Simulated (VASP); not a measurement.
# Al2O3 (Pn-3m) in VASP: notebook

The runs below take Al2O3 through single point, with PBE.

All numbers are computed with VASP 6.6.1; they aren't measurements. Logs are shortened: lines on timing, memory, paths and dates and some standing lists are left out, and cuts for length are marked.

## 1. The cell of the first run

It takes space group Pn-3m (No. 224, cubic). The conventional cell has a = 4.555 Å, b = 4.555 Å, c = 4.555 Å, α = 90.00°, β = 90.00°, γ = 90.00°. Within 2.6 Å of Al (site symmetry -3m) lie 6 O at 1.97 Å. Within 2.6 Å of O (site symmetry -42m) lie 4 Al at 1.97 Å and 4 O at 2.28 Å.

## 2. Single point, PBE

Contents of INCAR:

```
SYSTEM = Al2O3
  ALGO = Normal
  EDIFF = 1E-6
  ENCUT = 600
  GGA = PE
  GGA_COMPAT = .False.
  ISIF = 2
  ISMEAR = -1
  KPAR = 4
  LASPH = .True.
  LCHARG = .False.
  LREAL = .False.
  LWAVE = .False.
  NBANDS = 35
  NELM = 120
  PREC = Accurate
  SIGMA = 0.06122561905347299
```

Contents of KPOINTS:

```
k-points
0
Gamma
  24 24 24
  0 0 0
```

Contents of POSCAR:

```
Al2O3
1.0
    4.5554857423      0.0000000000      0.0000000000
    0.0000000000      4.5554857423      0.0000000000
    0.0000000000      0.0000000000      4.5554857423
Al O
4 6
Direct
    0.2500000000      0.2500000000      0.2500000000
    0.7500000000      0.7500000000      0.2500000000
    0.7500000000      0.2500000000      0.7500000000
    0.2500000000      0.7500000000      0.7500000000
    0.5000000000      0.0000000000      0.0000000000
    0.0000000000      0.5000000000      0.0000000000
    0.0000000000      0.0000000000      0.5000000000
    0.5000000000      0.5000000000      0.0000000000
    0.5000000000      0.0000000000      0.5000000000
    0.0000000000      0.5000000000      0.5000000000
```

Potentials or basis: VASP PAW PBE potentials, release 64 (Al, O).

Started as:

```
cat potpaw_PBE.64/Al/POTCAR potpaw_PBE.64/O/POTCAR > POTCAR
mpirun -np 4 vasp_std > vasp.out
```

OUTCAR:

```text
SYSTEM = Al2O3
   EDIFF = 1E-6
   ENCUT = 600
   GGA = PE
   ISIF = 2
   ISMEAR = -1
   LASPH = .True.
   LREAL = .False.
   NELM = 120
   PREC = Accurate

 ion  position               nearest neighbor table
   1  0.250  0.250  0.250-   5 1.97   6 1.97   7 1.97   8 1.97   9 1.97  10 1.97   2 3.22   3 3.22
                             4 3.22   3 3.22   4 3.22   2 3.22   4 3.22   4 3.22   2 3.22   3 3.22
   2  0.750  0.750  0.250-   5 1.97   6 1.97   7 1.97   8 1.97   9 1.97  10 1.97   1 3.22   3 3.22
                             4 3.22   3 3.22   4 3.22   1 3.22   3 3.22   3 3.22   1 3.22   4 3.22
   3  0.750  0.250  0.750-   5 1.97   6 1.97   7 1.97   8 1.97   9 1.97  10 1.97   1 3.22   2 3.22
                             4 3.22   1 3.22   2 3.22   2 3.22   4 3.22   2 3.22   1 3.22   4 3.22
   4  0.250  0.750  0.750-   5 1.97   6 1.97   7 1.97   8 1.97   9 1.97  10 1.97   1 3.22   2 3.22
                             3 3.22   1 3.22   2 3.22   1 3.22   3 3.22   1 3.22   2 3.22   3 3.22
   5  0.500  0.000  0.000-   1 1.97   2 1.97   3 1.97   4 1.97
   6  0.000  0.500  0.000-   1 1.97   2 1.97   3 1.97   4 1.97
   7  0.000  0.000  0.500-   1 1.97   2 1.97   3 1.97   4 1.97
   8  0.500  0.500  0.000-   1 1.97   2 1.97   3 1.97   4 1.97
   9  0.500  0.000  0.500-   1 1.97   2 1.97   3 1.97   4 1.97
  10  0.000  0.500  0.500-   1 1.97   2 1.97   3 1.97   4 1.97

  LATTYP: Found a simple cubic cell.
 ALAT       =     4.5554857423

  Lattice vectors:

 A1 = (   4.5554857423,   0.0000000000,   0.0000000000)
 A2 = (   0.0000000000,   4.5554857423,   0.0000000000)
 A3 = (   0.0000000000,   0.0000000000,   4.5554857423)

Analysis of symmetry for initial positions (statically):
=====================================================================
 Subroutine PRICEL returns:
 Original cell was already a primitive cell.

 Routine SETGRP: Setting up the symmetry group for a
 simple cubic supercell.

 Subroutine GETGRP returns: Found 48 space group operations
 (whereof 24 operations were pure point group operations)
 out of a pool of 48 trial point group operations.

The static configuration has the point symmetry T_d .
 The point group associated with its full space group is O_h .

Analysis of symmetry for dynamics (positions and initial velocities):
=====================================================================
 Subroutine PRICEL returns:
 Original cell was already a primitive cell.

 Routine SETGRP: Setting up the symmetry group for a
 simple cubic supercell.

[... 129 lines left out ...]
   POTIM  = 0.5000    time-step for ionic-motion
   TEBEG  =    0.0;   TEEND  =   0.0 temperature during run
   PSTRESS=    0.0 pullay stress
   NELECT =      48.0000    total number of electrons
   NUPDOWN=      -1.0000    fix difference up-down
   EMIN   =  10.00;   EMAX   =-10.00  energy-range for DOS
   EFERMI =   0.00;   METHOD = LEGACY
   ISMEAR =    -1;   SIGMA  =   0.06  broadening in eV -4-tet -1-fermi 0-gaus
   EFERMI_NEDOS =   21; number of points for ismear=-14 and -15
   IALGO  =     38    algorithm
   IMIX   =      4    mixing-type and parameters
     AMIX     =   0.40;   BMIX     =  1.00
     AMIX_MAG =   1.60;   BMIX_MAG =  1.00
  volume/ion in A,a.u.               =       9.45        63.80
  Fermi-wavevector in a.u.,A,eV,Ry     =   1.306032  2.468043 23.207731  1.705720
  Thomas-Fermi vector in A             =   2.436861
   LORBIT       =      0    0 simple, 1 ext, 2 COOP (PROOUT), +10 PAW based schemes
   GGA     = PE    functional components
   LHFCALC =     F    Hartree Fock is set to
   AEXX    =    0.0000 exact exchange contribution
   IVDW    =     0    specifies the selected vdW correction
   LEPSILON=     F    determine dielectric tensor
   LRPA    =     F    only Hartree local field effects (RPA)
 non-spin polarized calculation
  energy-cutoff  :      600.00
  volume of cell :       94.54
 maximum number of plane-waves:      3184
   NGX = 19   NGY = 19   NGZ = 19

 number of electron      48.0000035 magnetization

 Free energy of the ion-electron system (eV)
  ---------------------------------------------------
  ext. energy  EPLUGINS =         0.00000000
  ---------------------------------------------------
  free energy    TOTEN  =       -66.02950947 eV

  energy without entropy =      -66.01577514  energy(sigma->0) =      -66.02264231

 E-fermi :   7.4764     XC(G=0): -11.1321

 val. band max:        7.4472355942   @ k =   0.1667   0.0417   0.0000
 cond. band min:       7.4927681044   @ k =   0.1667   0.0417   0.0417
 fundamental gap:      0.0455325102
 Fermi energy:         7.4763966918

 k-point     1 :       0.0000    0.0000    0.0000
  band No.  band energies     occupation
      1     -13.3542      2.00000
      2     -11.6910      2.00000
      3     -11.6910      2.00000
      4      -9.8025      2.00000
      5      -9.8025      2.00000
      6      -9.2509      2.00000
[... 901 lines left out ...]
     34      15.7010      0.00000
     35      18.8661      0.00000

 [... further k-points ...]

------------------------ aborting loop because EDIFF is reached ----------------------------------------

  FORCE on cell =-STRESS in cart. coord.  units (eV):
  Direction    XX          YY          ZZ          XY          YZ          ZX
  --------------------------------------------------------------------------------------
  -------------------------------------------------------------------------------------
  Total        4.6175824      4.6175824      4.6175824      0.0000000      0.0000000     -0.0000000
  in kB       78.2566327     78.2566327     78.2566327      0.0000000      0.0000000     -0.0000000
  external PRESSURE =      78.2566327 kB  Pullay stress =       0.0000000 kB

 VOLUME and BASIS-vectors are now :
 -----------------------------------------------------------------------------
  energy-cutoff  :      600.00
  volume of cell :       94.54
      direct lattice vectors                 reciprocal lattice vectors
     4.555485742  0.000000000  0.000000000     0.219515559  0.000000000  0.000000000
     0.000000000  4.555485742  0.000000000     0.000000000  0.219515559  0.000000000
     0.000000000  0.000000000  4.555485742     0.000000000  0.000000000  0.219515559

 POSITION                                       TOTAL-FORCE (eV/Angst)
 -----------------------------------------------------------------------------------
      1.13887      1.13887      1.13887        -0.000000      0.000000      0.000000
      3.41661      3.41661      1.13887         0.000000     -0.000000      0.000000
      3.41661      1.13887      3.41661        -0.000000     -0.000000      0.000000
      1.13887      3.41661      3.41661         0.000000      0.000000     -0.000000
      2.27774      0.00000      0.00000        -0.000000      0.000000     -0.000000
      0.00000      2.27774      0.00000        -0.000000      0.000000     -0.000000
      0.00000      0.00000      2.27774        -0.000000      0.000000      0.000000
      2.27774      2.27774      0.00000        -0.000000      0.000000      0.000000
      2.27774      0.00000      2.27774        -0.000000      0.000000      0.000000
      0.00000      2.27774      2.27774        -0.000000     -0.000000      0.000000
 -----------------------------------------------------------------------------------
    total drift:                               -0.000000      0.000000     -0.000000

  FREE ENERGIE OF THE ION-ELECTRON SYSTEM (eV)
  ---------------------------------------------------
  free  energy   TOTEN  =       -66.0295094705 eV

  energy  without entropy=      -66.0157751422  energy(sigma->0) =      -66.02264231
```

OSZICAR:

```text
N       E                     dE             d eps       ncg     rms          rms(c)
DAV:   1     0.258740576615E+03    0.25874E+03   -0.26923E+04 31850   0.145E+03
DAV:   2    -0.602857376783E+02   -0.31903E+03   -0.29871E+03 40993   0.292E+02
DAV:   3    -0.780641973934E+02   -0.17778E+02   -0.17650E+02 39248   0.705E+01
DAV:   4    -0.782205508224E+02   -0.15635E+00   -0.15623E+00 36081   0.748E+00
DAV:   5    -0.782225678846E+02   -0.20171E-02   -0.20168E-02 37460   0.833E-01    0.193E+01
DAV:   6    -0.663759671227E+02    0.11847E+02   -0.38237E+01 33518   0.322E+01    0.652E+00
DAV:   7    -0.661510368160E+02    0.22493E+00   -0.74495E-01 37027   0.468E+00    0.355E+00
DAV:   8    -0.660264126674E+02    0.12462E+00   -0.22916E-01 36335   0.309E+00    0.651E-01
DAV:   9    -0.660283777179E+02   -0.19651E-02   -0.16015E-02 39143   0.736E-01    0.312E-01
DAV:  10    -0.660295616240E+02   -0.11839E-02   -0.22584E-03 34477   0.255E-01    0.753E-02
DAV:  11    -0.660295009683E+02    0.60656E-04   -0.27762E-04 38940   0.978E-02    0.292E-02
DAV:  12    -0.660295099483E+02   -0.89800E-05   -0.22189E-05 35854   0.254E-02    0.547E-03
DAV:  13    -0.660295094705E+02    0.47780E-06   -0.32745E-06 33639   0.948E-03
   1 F= -.66029509E+02 E0= -.66022642E+02  d E =-.137343E-01
```

Run time: 7.1 min. Hardware: 4 MPI ranks of Intel Xeon Platinum 8259CL at 2.50GHz (Skylake/Cascade Lake), shared host; peak memory 1.2 GiB.

What came out:

```yaml
Free_energy: -66.0295 eV
Pressure: 7.8 GPa
Band_gap_on_the_k_mesh: zero (bands 24 and 25 overlap by 0.05 eV)
```

Caveat: the cell stands under pressure; semilocal functionals underestimate gaps, and a narrow one can read as zero.

## 3. Single point, PBE

This run uses another cell than the first one, of 9.26 Å³/atom.

Contents of INCAR:

```
ALGO = Normal
EDIFF = 1E-6
ENCUT = 600
GGA = PE
GGA_COMPAT = False
ISIF = 2
ISMEAR = -1
KPAR = 4
LASPH = True
LCHARG = False
LREAL = False
LWAVE = False
NBANDS = 35
NELM = 120
PREC = Accurate
SIGMA = 0.06122561905347299
```

Contents of KPOINTS:

```
k-points
0
Gamma
  24 24 24
```

POSCAR: that of step 2 with these lines changed.

```diff
@@ -2,5 +2,5 @@
 1.0
-    4.5554857423      0.0000000000      0.0000000000
-    0.0000000000      4.5554857423      0.0000000000
-    0.0000000000      0.0000000000      4.5554857423
+    4.5236281564      0.0000000000      0.0000000000
+    0.0000000000      4.5236281564      0.0000000000
+    0.0000000000      0.0000000000      4.5236281564
 Al O
```

Potentials or basis: VASP PAW PBE potentials, release 64 (Al, O).

Started as:

```
cat potpaw_PBE.64/Al/POTCAR potpaw_PBE.64/O/POTCAR > POTCAR
mpirun -np 4 vasp_std > vasp.out
```

OUTCAR:

```text
EDIFF = 1E-6
   ENCUT = 600
   GGA = PE
   ISIF = 2
   ISMEAR = -1
   LASPH = True
   LREAL = False
   NELM = 120
   PREC = Accurate

 ion  position               nearest neighbor table
   1  0.250  0.250  0.250-   5 1.96   6 1.96   7 1.96   8 1.96   9 1.96  10 1.96   2 3.20   3 3.20
                             4 3.20   3 3.20   4 3.20   2 3.20   4 3.20   4 3.20   2 3.20   3 3.20
   2  0.750  0.750  0.250-   5 1.96   6 1.96   7 1.96   8 1.96   9 1.96  10 1.96   1 3.20   3 3.20
                             4 3.20   3 3.20   4 3.20   1 3.20   3 3.20   3 3.20   1 3.20   4 3.20
   3  0.750  0.250  0.750-   5 1.96   6 1.96   7 1.96   8 1.96   9 1.96  10 1.96   1 3.20   2 3.20
[... 1139 lines left out ...]
  external PRESSURE =     126.3187265 kB  Pullay stress =       0.0000000 kB

 VOLUME and BASIS-vectors are now :
 -----------------------------------------------------------------------------
  energy-cutoff  :      600.00
  volume of cell :       92.57
      direct lattice vectors                 reciprocal lattice vectors
     4.523628156  0.000000000  0.000000000     0.221061494  0.000000000  0.000000000
     0.000000000  4.523628156  0.000000000     0.000000000  0.221061494  0.000000000
     0.000000000  0.000000000  4.523628156     0.000000000  0.000000000  0.221061494

 POSITION                                       TOTAL-FORCE (eV/Angst)
 -----------------------------------------------------------------------------------
      1.13091      1.13091      1.13091         0.000000      0.000000      0.000000
      3.39272      3.39272      1.13091        -0.000000     -0.000000      0.000000
      3.39272      1.13091      3.39272        -0.000000     -0.000000      0.000000
      1.13091      3.39272      3.39272         0.000000      0.000000     -0.000000
      2.26181      0.00000      0.00000         0.000000     -0.000000     -0.000000
      0.00000      2.26181      0.00000        -0.000000     -0.000000      0.000000
      0.00000      0.00000      2.26181        -0.000000     -0.000000     -0.000000
      2.26181      2.26181      0.00000         0.000000     -0.000000     -0.000000
      2.26181      0.00000      2.26181        -0.000000     -0.000000     -0.000000
      0.00000      2.26181      2.26181         0.000000      0.000000     -0.000000
 -----------------------------------------------------------------------------------
    total drift:                               -0.000000      0.000000     -0.000000

  FREE ENERGIE OF THE ION-ELECTRON SYSTEM (eV)
  ---------------------------------------------------
  free  energy   TOTEN  =       -65.8984183991 eV

  energy  without entropy=      -65.8845930052  energy(sigma->0) =      -65.89150570
```

OSZICAR:

```text
N       E                     dE             d eps       ncg     rms          rms(c)
DAV:   1     0.259616283968E+03    0.25962E+03   -0.27050E+04 31850   0.145E+03
DAV:   2    -0.605117053981E+02   -0.32013E+03   -0.29935E+03 40998   0.294E+02
DAV:   3    -0.780596680094E+02   -0.17548E+02   -0.17422E+02 39209   0.703E+01
DAV:   4    -0.782119677143E+02   -0.15230E+00   -0.15219E+00 36142   0.742E+00
DAV:   5    -0.782138996829E+02   -0.19320E-02   -0.19317E-02 37410   0.819E-01    0.194E+01
DAV:   6    -0.662422273953E+02    0.11972E+02   -0.38029E+01 33489   0.323E+01    0.654E+00
DAV:   7    -0.660160249358E+02    0.22620E+00   -0.75952E-01 37259   0.469E+00    0.356E+00
DAV:   8    -0.658955283809E+02    0.12050E+00   -0.22039E-01 36212   0.304E+00    0.669E-01
DAV:   9    -0.658973360147E+02   -0.18076E-02   -0.16445E-02 38682   0.752E-01    0.305E-01
DAV:  10    -0.658984749826E+02   -0.11390E-02   -0.23280E-03 34532   0.260E-01    0.769E-02
DAV:  11    -0.658984101509E+02    0.64832E-04   -0.28262E-04 38901   0.990E-02    0.297E-02
DAV:  12    -0.658984188840E+02   -0.87331E-05   -0.21457E-05 35905   0.252E-02    0.552E-03
DAV:  13    -0.658984183991E+02    0.48491E-06   -0.33745E-06 33505   0.965E-03
   1 F= -.65898418E+02 E0= -.65891506E+02  d E =-.138254E-01
```

Run time: 2.5 min. Hardware: 4 MPI ranks of Intel Xeon 6975P-C (Granite Rapids), shared host; peak memory 1.1 GiB.

Results:

| Quantity | Value |
| --- | --- |
| Free energy | -65.8984 eV |
| Pressure | 12.6 GPa |
| Band gap on the k mesh | zero (bands 24 and 25 overlap by 0.05 eV) |

Caveat: the cell stands under pressure; semilocal functionals underestimate gaps, and a narrow one can read as zero.

The gap in the log of VASP goes by the Fermi energy; the results here count the filled bands.